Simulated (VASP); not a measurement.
The system is BiTe.

```
CELL_PARAMETERS angstrom
0.00000 3.27757 3.27757
3.27757 0.00000 3.27757
3.27757 3.27757 0.00000
ATOMIC_POSITIONS crystal
Bi 0.00000 0.00000 0.00000
Te 0.50000 0.50000 0.50000
```

This cell differs from its parent crystal: volume scaled by 1.04.

Base run:

| Property | Result |
| --- | --- |
| Program | VASP 6.6.1 |
| Functional | PBEsol |
| Potentials or basis | VASP PAW PBE potentials, release 64 (Bi_d, Te) |
| Cutoff | 520 eV |
| k mesh | 7 × 7 × 7 |
| Occupations | fermi-dirac, width 0.05 eV |
| Spin | no spin polarisation |

Its results: pressure -3.2 GPa.

The run is repeated on the same cell with these changes: functional from PBEsol to r2SCAN. What comes out?

Pressure -1.8 GPa.

Caveats: the PAW data sets were made with another functional, which shifts forces and pressure a little.
